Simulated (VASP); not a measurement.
Wanted: the native input for a VASP 6.6.1 run.

```
Task                   : single point
Functional             : r2SCAN
Potentials or basis    : VASP PAW PBE potentials, release 64 (Cu, I)
Cutoff                 : 520 eV
k mesh                 : 6 × 6 × 6
Occupations            : fermi-dirac, width 0.02 eV
Spin                   : no spin polarisation
Dipole correction      : no
Further INCAR settings : ALGO = Normal; EDIFF = 1e-06; NBANDS = 16
```

Crystal: CuI.

```
CELL_PARAMETERS angstrom
3.66139 0.00000 0.00000
0.00000 3.66139 0.00000
0.00000 0.00000 3.66139
ATOMIC_POSITIONS crystal
Cu 0.00000 0.00000 0.00000
I 0.50000 0.50000 0.50000
```

These files were run (other wordings do the same):

POSCAR

```
CuI
1.0
    3.6613896245      0.0000000000      0.0000000000
    0.0000000000      3.6613896245      0.0000000000
    0.0000000000      0.0000000000      3.6613896245
Cu I
1 1
Direct
    0.0000000000      0.0000000000      0.0000000000
    0.5000000000      0.5000000000      0.5000000000
```

INCAR.step1

```
SYSTEM = CuI
  PREC = Accurate
  ENCUT = 520
  ISMEAR = -1
  SIGMA = 0.02
  LREAL = .False.
  LASPH = .True.
  NELM = 100
  NBANDS = 16
  GGA = PE
  ALGO = Normal
  EDIFF = 1E-4
  LWAVE = .True.
  LCHARG = .False.
```

INCAR.step2

```
SYSTEM = CuI
  PREC = Accurate
  ENCUT = 520
  EDIFF = 1E-6
  ISMEAR = -1
  SIGMA = 0.02
  LREAL = .False.
  LASPH = .True.
  NELM = 100
  ALGO = Normal
  ISIF = 2
  LWAVE = .False.
  LCHARG = .False.
  METAGGA = R2SCAN
  LMIXTAU = .True.
  NBANDS = 16
  ISTART = 1
```

KPOINTS

```
regular mesh
0
Gamma
  6 6 6
  0 0 0
```

Potentials or basis: VASP PAW PBE potentials, release 64 (Cu, I).

Launch:

```console
$ cat potpaw_PBE.64/Cu/POTCAR potpaw_PBE.64/I/POTCAR > POTCAR
$ cp INCAR.step1 INCAR
$ mpirun -np 1 vasp_std > vasp.out
$ cp INCAR.step2 INCAR
$ mpirun -np 1 vasp_std > vasp.out
```

Results of the run:

```yaml
Pressure: 0.0 GPa
Band_gap_on_the_k_mesh: zero (bands 9 and 10 overlap by 0.11 eV)
```

Caveat: the PAW data sets were made with another functional, which shifts forces and pressure a little; spin-orbit coupling is left out, which moves the levels of the heavy elements.

Run time: 49 s on 1 thread of Intel(R) Xeon(R) Platinum 8259CL CPU @ 2.50GHz (Skylake/Cascade Lake) (shared host), peak memory 0.17 GiB.
